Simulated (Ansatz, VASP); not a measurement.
**CdTe in VASP and in Ansatz**

INCAR

```
SYSTEM = CdTe
ALGO = Normal
EDIFF = 1E-6
ENCUT = 500
GGA = LIBXC
GGA_COMPAT = .False.
ISIF = 2
ISMEAR = -5
LASPH = .True.
LCHARG = .False.
LIBXC1 = GGA_X_PBE_SOL
LIBXC2 = GGA_C_PBE
LREAL = .False.
LWAVE = .False.
NBANDS = 16
NELM = 120
PREC = Accurate
SIGMA = 0.05
```

Contents of KPOINTS:

```
k-points
0
Gamma
  7 7 7
  0 0 0
```

POSCAR

```
CdTe
1.0
    0.0000000000      3.1616838793      3.1616838793
    3.1616838793      0.0000000000      3.1616838793
    3.1616838793      3.1616838793      0.0000000000
Te Cd
1 1
Direct
    0.7500000000      0.7500000000      0.7500000000
    0.0000000000      0.0000000000      0.0000000000
```

Contents of input.yaml:

```yaml
crystal:
  lattice:
    - [0.0, 3.1616838793, 3.1616838793]
    - [3.1616838793, 0.0, 3.1616838793]
    - [3.1616838793, 3.1616838793, 0.0]
  atoms:
    - { symbol: Te, position: [0.75, 0.75, 0.75] }
    - { symbol: Cd, position: [0.0, 0.0, 0.0] }
kpoints:
  mp_grid: { grid: [7, 7, 7] }
scf:
  occupations: { method: tetrahedron }
hamiltonian:
  xc: { exchange: pbesol, correlation: pbe }
  pseudopotentials: { kind: all_electron, lapw: { basis_error: 0.001 } }
output:
  forces: true
  stress: true
  eigenvalues: true
```

Change from the starting cell: volume scaled by 0.96.

Alike in both runs: task single point; functional pbesol exchange, pbe correlation; k mesh 7 × 7 × 7; occupations tetrahedron; no spin polarisation.

```csv
,VASP,Ansatz
version,VASP 6.6.1,Ansatz 0.2.0
potentials or method,"VASP PAW PBE potentials, release 64 (Te, Cd), cutoff 500 eV","all-electron LAPW, scalar-relativistic"
```

Ansatz gave:

```
gap on the k mesh at the Fermi level (eV) : 0.92
least direct gap on the mesh (eV)         : 0.92
pressure (GPa)                            : 3.4
```

Question: Which values does VASP return?

Answer: gap on the k mesh at the Fermi level (eV): 0.92; least direct gap on the mesh (eV): 0.92; pressure (GPa): 3.6.

VASP's potentials were made for PBE, not for pbesol exchange, pbe correlation. Ansatz ran all-electron here, and VASP with PAW potentials.

Neither program's run includes spin-orbit coupling.
